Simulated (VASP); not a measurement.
# AlN (P6_3mc) in VASP: notebook

The runs below take AlN through single point, with RPBE, r2SCAN+rVV10.

Program: VASP 6.6.1. These are calculated values, not measurements. Logs are shortened: lines on timing, memory, paths and dates and some standing lists are left out, and cuts for length are marked.

**The experiment to reproduce.**

From “Self-assembly of well-separated AlN nanowires directly on sputtered metallic TiN films”, 2019, arxiv:1910.07391, for a bulk crystal of AlN at 10 K: band gap 6.034 eV (an exciton energy, a little under the gap).

The runs below are set against these values where they give the same quantity.

### Step 1. The cell of the first run

Symmetry: P6_3mc, No. 186, hexagonal system. Conventional cell: a = 3.149 Å, b = 3.149 Å, c = 5.050 Å, α = 90.00°, β = 90.00°, γ = 120.00°. Within 2.5 Å of Al (site symmetry 3m) lie 4 N at 1.91 to 1.93 Å. N (site symmetry 3m) has 4 Al at 1.91 to 1.93 Å within 2.5 Å.

### Step 2. Single point, RPBE

Contents of INCAR:

```
SYSTEM = AlN
ALGO = Normal ; EDIFF = 1E-6
ENCUT = 520 ; GGA = RP
ISIF = 2 ; ISMEAR = 0
LASPH = .TRUE. ; LCHARG = .FALSE.
LREAL = .FALSE. ; LWAVE = .FALSE.
NBANDS = 16 ; NELM = 60
PREC = Accurate ; SIGMA = 0.01
```

Contents of KPOINTS:

```
k-points
0
G
  12 12 4
  0 0 0
```

Contents of POSCAR:

```
AlN
1.0
    3.1491342092      0.0000000000      0.0000000000
   -1.5745671046      2.7272302251      0.0000000000
    0.0000000000      0.0000000000      5.0496601008
Al N
2 2
Direct
    0.3333333333      0.6666666667     -0.0007412839
    0.6666666667      0.3333333333      0.4992587161
    0.3333333333      0.6666666667      0.3807412839
    0.6666666667      0.3333333333      0.8807412839
```

Potentials or basis: VASP PAW PBE potentials, release 64 (Al, N).

The run is started by

```console
> cat potpaw_PBE.64/Al/POTCAR potpaw_PBE.64/N/POTCAR > POTCAR
> mpirun -np 1 vasp_std > vasp.out
```

OUTCAR:

```text
SYSTEM = AlN
   EDIFF = 1E-6
   ENCUT = 520
   GGA = RP
   ISIF = 2
   ISMEAR = 0
   LASPH = .TRUE.
   LREAL = .FALSE.
   NELM = 60
   PREC = Accurate

 ion  position               nearest neighbor table
   1  0.333  0.667  0.999-   4 1.91   4 1.91   4 1.91   3 1.93   2 3.11   2 3.11   2 3.11   2 3.11
                             2 3.11   2 3.11
   2  0.667  0.333  0.499-   3 1.91   3 1.91   3 1.91   4 1.93   1 3.11   1 3.11   1 3.11   1 3.11
                             1 3.11   1 3.11
   3  0.333  0.667  0.381-   2 1.91   2 1.91   2 1.91   1 1.93
   4  0.667  0.333  0.881-   1 1.91   1 1.91   1 1.91   2 1.93

  LATTYP: Found a hexagonal cell.
 ALAT       =     3.1491342092
 C/A-ratio  =     1.6035074295

  Lattice vectors:

 A1 = (   3.1491342092,   0.0000000000,   0.0000000000)
 A2 = (  -1.5745671046,   2.7272302251,   0.0000000000)
 A3 = (   0.0000000000,   0.0000000000,   5.0496601008)

Analysis of symmetry for initial positions (statically):
=====================================================================
 Subroutine PRICEL returns:
 Original cell was already a primitive cell.

 Routine SETGRP: Setting up the symmetry group for a
 hexagonal supercell.

 Subroutine GETGRP returns: Found 12 space group operations
 (whereof  6 operations were pure point group operations)
 out of a pool of 24 trial point group operations.

The static configuration has the point symmetry C_3v.
 The point group associated with its full space group is C_6v.

Analysis of symmetry for dynamics (positions and initial velocities):
=====================================================================
 Subroutine PRICEL returns:
 Original cell was already a primitive cell.

 Routine SETGRP: Setting up the symmetry group for a
 hexagonal supercell.

 Subroutine GETGRP returns: Found 12 space group operations
 (whereof  6 operations were pure point group operations)
 out of a pool of 24 trial point group operations.

The dynamic configuration has the point symmetry C_3v.
 The point group associated with its full space group is C_6v.

 Subroutine INISYM returns: Found 12 space group operations
 (whereof  6 operations are pure point group operations),
 and found     1 'primitive' translations

----------------------------------------------------------------------------------------

                                     Primitive cell

  volume of cell :      43.3686

  direct lattice vectors                    reciprocal lattice vectors
     3.149134209  0.000000000  0.000000000     0.317547597  0.183336190  0.000000000
    -1.574567105  2.727230225  0.000000000     0.000000000  0.366672381  0.000000000
     0.000000000  0.000000000  5.049660101     0.000000000  0.000000000  0.198033131

  length of vectors
     3.149134209  3.149134209  5.049660101     0.366672381  0.366672381  0.198033131

  position of ions in fractional coordinates (direct lattice)
     0.333333333  0.666666667  0.999258716
     0.666666667  0.333333333  0.499258716
     0.333333333  0.666666667  0.380741284
     0.666666667  0.333333333  0.880741284

  ion indices of the primitive-cell ions
   primitive index   ion index
                 1           1
                 2           2
                 3           3
                 4           4

----------------------------------------------------------------------------------------

 KPOINTS: k-points

Automatic generation of k-mesh.
 Grid dimensions read from file:
 generate k-points for:   12   12    4

 Generating k-lattice:

  Cartesian coordinates                     Fractional coordinates (reciprocal lattice)
     0.026462300  0.015278016  0.000000000     0.083333333  0.000000000  0.000000000
     0.000000000  0.030556032  0.000000000     0.000000000  0.083333333  0.000000000
     0.000000000  0.000000000  0.049508283     0.000000000  0.000000000  0.250000000

  Length of vectors
     0.030556032  0.030556032  0.049508283

  Shift w.r.t. Gamma in fractional coordinates (k-lattice)
     0.000000000  0.000000000  0.000000000

 Subroutine IBZKPT returns following result:
 ===========================================

 Found     57 irreducible k-points:

 Following reciprocal coordinates:
            Coordinates               Weight
  0.000000  0.000000  0.000000      1.000000
  0.083333 -0.000000  0.000000      6.000000
  0.166667 -0.000000  0.000000      6.000000
  0.250000  0.000000  0.000000      6.000000
  0.333333  0.000000  0.000000      6.000000
  0.416667 -0.000000  0.000000      6.000000
[... 16 lines left out ...]
  0.250000  0.000000  0.250000     12.000000
  0.333333  0.000000  0.250000     12.000000
 [... further k-points ...]
   k-points           NKPTS =     57   k-points in BZ     NKDIM =     57   number of bands    NBANDS=     16
   number of dos      NEDOS =    301   number of ions     NIONS =      4
   total plane-waves  NPLWV =  23040
   dimension x,y,z NGX =    24 NGY =   24 NGZ =   40
   dimension x,y,z NGXF=    48 NGYF=   48 NGZF=   80
   ions per type =               2   2
   NGX,Y,Z   is equivalent  to a cutoff of  12.67, 12.67, 13.17 a.u.
   NGXF,Y,Z  is equivalent  to a cutoff of  25.34, 25.34, 26.34 a.u.
 SYSTEM =  AlN
   PREC   = accura    normal or accurate (medium, high low for compatibility)
   ISTART =      0    job   : 0-new  1-cont  2-samecut
   ICHARG =      2    charge: 1-file 2-atom 10-const
   ISPIN  =      1    spin polarized calculation?
   LNONCOLLINEAR =      F non collinear calculations
   LSORBIT =      F    spin-orbit coupling
   LASPH  =      T    aspherical Exc in radial PAW
   ENCUT  =  520.0 eV  38.22 Ry    6.18 a.u.   5.86  5.86  9.39*2*pi/ulx,y,z
   NELM   =     60;   NELMIN=  2; NELMDL= -5     # of ELM steps
   EDIFF  = 0.1E-05   stopping-criterion for ELM
   LREAL  =      F    real-space projection
   EDIFFG = 0.1E-04   stopping-criterion for IOM
   NSW    =      0    number of steps for IOM
   IBRION =     -1    ionic relax: 0-MD 1-quasi-New 2-CG
   NFREE  =      0    steps in history (QN), initial steepest desc. (CG)
   ISIF   =      2    stress and relaxation
   ISYM   =      2    0-nonsym 1-usesym 2-fastsym
   POTIM  = 0.5000    time-step for ionic-motion
   TEBEG  =    0.0;   TEEND  =   0.0 temperature during run
   PSTRESS=    0.0 pullay stress
   NELECT =      16.0000    total number of electrons
   NUPDOWN=      -1.0000    fix difference up-down
   EMIN   =  10.00;   EMAX   =-10.00  energy-range for DOS
   EFERMI =   0.00;   METHOD = LEGACY
   ISMEAR =     0;   SIGMA  =   0.01  broadening in eV -4-tet -1-fermi 0-gaus
   EFERMI_NEDOS =   21; number of points for ismear=-14 and -15
   IALGO  =     38    algorithm
   IMIX   =      4    mixing-type and parameters
     AMIX     =   0.40;   BMIX     =  1.00
     AMIX_MAG =   1.60;   BMIX_MAG =  1.00
  volume/ion in A,a.u.               =      10.84        73.17
  Fermi-wavevector in a.u.,A,eV,Ry     =   1.174149  2.218819 18.757336  1.378625
  Thomas-Fermi vector in A             =   2.310550
   LORBIT       =      0    0 simple, 1 ext, 2 COOP (PROOUT), +10 PAW based schemes
   GGA     = RP    functional components
   LHFCALC =     F    Hartree Fock is set to
   AEXX    =    0.0000 exact exchange contribution
   IVDW    =     0    specifies the selected vdW correction
   LEPSILON=     F    determine dielectric tensor
   LRPA    =     F    only Hartree local field effects (RPA)
 non-spin polarized calculation
 Gauss-broadening in eV      SIGMA  =   0.01
  energy-cutoff  :      520.00
  volume of cell :       43.37
 maximum number of plane-waves:      1194
 NGX is ok and might be reduce to    24
   NGX = 11   NGY = 11   NGZ = 19

 number of electron      16.0000000 magnetization

 Free energy of the ion-electron system (eV)
  ---------------------------------------------------
  ext. energy  EPLUGINS =         0.00000000
  ---------------------------------------------------
  free energy    TOTEN  =       -28.35203669 eV

  energy without entropy =      -28.35203669  energy(sigma->0) =      -28.35203669

 E-fermi :   5.9624     XC(G=0): -10.6169

 val. band max:        5.9057364955   @ k =   0.0000   0.0000   0.0000
 cond. band min:       9.8394197001   @ k =   0.0000   0.0000   0.0000
 fundamental gap:      3.9336832046
 Fermi energy:         5.9624430291

 k-point     1 :       0.0000    0.0000    0.0000
  band No.  band energies     occupation
      1      -9.0961      2.00000
      2      -7.0960      2.00000
      3       0.1112      2.00000
      4       5.0735      2.00000
      5       5.0735      2.00000
      6       5.7078      2.00000
[... 8 lines left out ...]
     15      18.7961      0.00000
     16      18.7961      0.00000

 k-point     2 :       0.0833   -0.0000    0.0000
  band No.  band energies     occupation
      1      -9.0119      2.00000
      2      -7.0488      2.00000
      3       0.2133      2.00000
      4       4.6724      2.00000
      5       4.9616      2.00000
      6       5.2924      2.00000
[... 8 lines left out ...]
     15      18.8131      0.00000
     16      18.8755      0.00000

 k-point     3 :       0.1667   -0.0000    0.0000
  band No.  band energies     occupation
      1      -8.7675      2.00000
      2      -6.9201      2.00000
      3       0.5140      2.00000
      4       3.6947      2.00000
      5       4.4280      2.00000
      6       4.6973      2.00000
[... 8 lines left out ...]
     15      18.0752      0.00000
     16      18.5346      0.00000

 k-point     4 :       0.2500    0.0000    0.0000
  band No.  band energies     occupation
      1      -8.3883      2.00000
      2      -6.7504      2.00000
      3       0.9947      2.00000
      4       2.5582      2.00000
      5       3.4897      2.00000
      6       4.3924      2.00000
[... 8 lines left out ...]
     15      17.7372      0.00000
     16      18.9889      0.00000

 k-point     5 :       0.3333    0.0000    0.0000
  band No.  band energies     occupation
      1      -7.9260      2.00000
      2      -6.6094      2.00000
      3       1.5234      2.00000
      4       1.6463      2.00000
      5       2.6592      2.00000
      6       4.1269      2.00000
[... 8 lines left out ...]
     15      17.7280      0.00000
     16      20.0440      0.00000

 k-point     6 :       0.4167   -0.0000    0.0000
  band No.  band energies     occupation
      1      -7.4791      2.00000
      2      -6.5732      2.00000
      3       0.8684      2.00000
      4       2.0493      2.00000
      5       2.3098      2.00000
      6       3.9501      2.00000
[... 8 lines left out ...]
     15      18.2576      0.00000
     16      20.8126      0.00000
[... 267 lines left out ...]
 k-point    21 :       0.0833   -0.0000    0.2500
  band No.  band energies     occupation
      1      -8.7907      2.00000
      2      -7.4342      2.00000
      3       0.9331      2.00000
      4       4.4668      2.00000
      5       4.8209      2.00000
      6       5.0614      2.00000
[... 8 lines left out ...]
     15      18.1396      0.00000
     16      18.2440      0.00000

 k-point    22 :       0.1667   -0.0000    0.2500
  band No.  band energies     occupation
      1      -8.5550      2.00000
      2      -7.2737      2.00000
      3       1.1164      2.00000
      4       3.6858      2.00000
      5       4.0936      2.00000
      6       4.8192      2.00000
[... 8 lines left out ...]
     15      18.1108      0.00000
     16      18.5419      0.00000

 k-point    23 :       0.2500    0.0000    0.2500
  band No.  band energies     occupation
      1      -8.1921      2.00000
      2      -7.0488      2.00000
      3       1.2788      2.00000
      4       2.7246      2.00000
      5       3.3319      2.00000
      6       4.5340      2.00000
[... 8 lines left out ...]
     15      18.0191      0.00000
     16      19.0250      0.00000

 k-point    24 :       0.3333    0.0000    0.2500
  band No.  band energies     occupation
      1      -7.7568      2.00000
      2      -6.8295      2.00000
      3       1.0632      2.00000
      4       1.9540      2.00000
      5       3.0064      2.00000
      6       4.2819      2.00000
[... 8 lines left out ...]
     15      17.9784      0.00000
     16      19.7929      0.00000

 [... further k-points ...]

------------------------ aborting loop because EDIFF is reached ----------------------------------------

  FORCE on cell =-STRESS in cart. coord.  units (eV):
  Direction    XX          YY          ZZ          XY          YZ          ZX
  --------------------------------------------------------------------------------------
  -------------------------------------------------------------------------------------
  Total       -0.1755106     -0.1755106     -0.1555461      0.0000000      0.0000000     -0.0000000
  in kB       -6.4839358     -6.4839358     -5.7463850      0.0000000      0.0000000     -0.0000000
  external PRESSURE =      -6.2380855 kB  Pullay stress =       0.0000000 kB

 VOLUME and BASIS-vectors are now :
 -----------------------------------------------------------------------------
  energy-cutoff  :      520.00
  volume of cell :       43.37
      direct lattice vectors                 reciprocal lattice vectors
     3.149134209  0.000000000  0.000000000     0.317547597  0.183336190  0.000000000
    -1.574567105  2.727230225  0.000000000     0.000000000  0.366672381  0.000000000
     0.000000000  0.000000000  5.049660101     0.000000000  0.000000000  0.198033131

 POSITION                                       TOTAL-FORCE (eV/Angst)
 -----------------------------------------------------------------------------------
     -0.00000      1.81815      5.04592         0.000000     -0.000000      0.000743
      1.57457      0.90908      2.52109        -0.000000      0.000000      0.000743
     -0.00000      1.81815      1.92261         0.000000      0.000000     -0.000743
      1.57457      0.90908      4.44744        -0.000000     -0.000000     -0.000743
 -----------------------------------------------------------------------------------
    total drift:                               -0.000000      0.000000      0.000131

  FREE ENERGIE OF THE ION-ELECTRON SYSTEM (eV)
  ---------------------------------------------------
  free  energy   TOTEN  =       -28.3520366885 eV

  energy  without entropy=      -28.3520366885  energy(sigma->0) =      -28.35203669
```

Wall time 30 s (1 thread of Intel Xeon Platinum 8259CL at 2.50GHz (Skylake/Cascade Lake), shared host); peak memory 0.17 GiB.

Results:

- Free energy: -28.3520 eV
- Pressure: -0.6 GPa
- Band gap on the k mesh: 3.93 eV

Caveat: the PAW data sets were made with another functional, which shifts forces and pressure a little.

### Step 3. Single point, r2SCAN+rVV10

This run uses another cell than the first one, of 10.37 Å³/atom.

Contents of POSCAR:

```
AlN
1.0
    3.1032648260      0.0000000000      0.0000000000
   -1.5516324130      2.6875061740      0.0000000000
    0.0000000000      0.0000000000      4.9720412358
Al N
2 2
Direct
    0.3333333333      0.6666666667     -0.0008352181
    0.6666666667      0.3333333333      0.4991647819
    0.3333333333      0.6666666667      0.3808352181
    0.6666666667      0.3333333333      0.8808352181
```

Contents of INCAR.step1:

```
SYSTEM = AlN
ALGO = Normal
EDIFF = 1E-4
ENCUT = 520
GGA = PE
ISMEAR = 0
LASPH = .TRUE.
LCHARG = .FALSE.
LREAL = .FALSE.
LWAVE = .TRUE.
NBANDS = 16
NELM = 100
PREC = Accurate
SIGMA = 0.01
```

Contents of INCAR.step2:

```
SYSTEM = AlN
ALGO = Normal
BPARAM = 11.95
CPARAM = 0.0093
EDIFF = 1E-7
ENCUT = 520
ISIF = 2
ISMEAR = 0
ISTART = 1
IVDW_NL = 2
LASPH = .TRUE.
LCHARG = .FALSE.
LMIXTAU = .TRUE.
LREAL = .FALSE.
LUSE_VDW = .TRUE.
LWAVE = .FALSE.
METAGGA = R2SCAN
NBANDS = 16
NELM = 100
PREC = Accurate
SIGMA = 0.01
```

KPOINTS is that of step 2.

Potentials or basis: VASP PAW PBE potentials, release 64 (Al, N).

The run is started by

```console
> cat potpaw_PBE.64/Al/POTCAR potpaw_PBE.64/N/POTCAR > POTCAR
> cp INCAR.step1 INCAR
> mpirun -np 1 vasp_std > vasp.out
> cp INCAR.step2 INCAR
> mpirun -np 1 vasp_std > vasp.out
```

Wall time 3.4 min (1 thread of Intel Xeon Platinum 8259CL at 2.50GHz (Skylake/Cascade Lake), shared host); peak memory 0.28 GiB.

It converged, with:

```yaml
Free_energy: -38.0834 eV
Pressure: -0.3 GPa
Band_gap_on_the_k_mesh: 4.91 eV
```

Forces on the atoms (eV/Å):
```
Al   0.000  0.000 -0.002
Al   0.000  0.000 -0.002
N    0.000  0.000  0.002
N    0.000  0.000  0.002
```

Levels at points of the mesh, in eV from the valence-band top:
```
           k point  band 6  band 7  band 8  band 9  band 10  band 11
(0.00, 0.00, 0.00)   -0.23   -0.23    0.00    4.91     7.54    11.61
(0.50, 0.00, 0.00)   -2.15   -1.78   -0.71    6.42     6.53     9.05
(0.00, 0.00, 0.50)   -0.57   -0.57   -0.57    7.25     7.25    11.31
(0.50, 0.00, 0.50)   -1.51   -1.40   -1.40    5.97     5.97    10.14
```

Caveat: the PAW data sets were made with another functional, which shifts forces and pressure a little.

### Step 4. Against experiment

Step 2. A measured gap of AlN is 6.034 eV (an exciton energy, a little under the gap; 10 K; quoted in “Self-assembly of well-separated AlN nanowires directly on sputtered metallic TiN films”, 2019, arxiv:1910.07391); the calculated 3.93 eV misses it by -2.10 eV. 2 values of this kind are on record (6.034 to 6.0343 eV); this one was drawn at random. The value is that of RPBE on a finite k mesh, which can miss the band edges, without temperature or zero-point motion. Semilocal functionals fall short of measured gaps as a rule.

Step 3. Measured gap of AlN: 6.034 eV (an exciton energy, a little under the gap; 10 K; quoted in “Self-assembly of well-separated AlN nanowires directly on sputtered metallic TiN films”, 2019, arxiv:1910.07391). This calculation gives 4.91 eV (-1.13 eV). 2 values of this kind are on record (6.034 to 6.0343 eV); this one was drawn at random. The value is that of r2SCAN+rVV10 on a finite k mesh, which can miss the band edges, without temperature or zero-point motion.
